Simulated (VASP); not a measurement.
Input of a VASP 6.6.1 run:

The input POSCAR:

```
TlBr
1.0
    3.9451847160      0.0000000000      0.0000000000
    0.0000000000      3.9451847160      0.0000000000
    0.0000000000      0.0000000000      3.9451847160
Tl Br
1 1
Direct
    0.0000000000      0.0000000000      0.0000000000
    0.5000000000      0.5000000000      0.5000000000
```

INCAR.step1

```
SYSTEM = TlBr
ALGO = Normal
EDIFF = 1E-5
ENCUT = 400
GGA = PE
GGA_COMPAT = .FALSE.
ISIF = 2
ISMEAR = 0
LASPH = .TRUE.
LCHARG = .FALSE.
LREAL = .FALSE.
LWAVE = .TRUE.
NBANDS = 17
NELM = 120
PREC = Accurate
SIGMA = 0.01
```

Contents of INCAR.step2:

```
SYSTEM = TlBr
AEXX = 0.25
ALGO = Normal
EDIFF = 1E-6
ENCUT = 400
GGA = PE
GGA_COMPAT = .FALSE.
ISIF = 2
ISMEAR = 0
ISTART = 1
LASPH = .TRUE.
LCHARG = .FALSE.
LHFCALC = .TRUE.
LREAL = .FALSE.
LWAVE = .FALSE.
NBANDS = 17
NELM = 120
PREC = Accurate
PRECFOCK = Normal
SIGMA = 0.01
```

File KPOINTS:

```
k-points
0
G
  4 4 4
  0 0 0
```

Potentials or basis: VASP PAW PBE potentials, release 64 (Tl_d, Br).

The run is started by

```console
$ cat potpaw_PBE.64/Tl_d/POTCAR potpaw_PBE.64/Br/POTCAR > POTCAR
$ cp INCAR.step1 INCAR
$ mpirun -np 1 vasp_std > vasp.out
$ cp INCAR.step2 INCAR
$ mpirun -np 1 vasp_std > vasp.out
```

Q: Predict the band gap on the k mesh.

A: 3.14 eV.

Q: Estimate the pressure.

A: 1.4 GPa.

Caveat: the PAW data sets were made with another functional, which shifts forces and pressure a little; spin-orbit coupling is left out, which moves the levels of the heavy elements. A k mesh can miss the band edges.
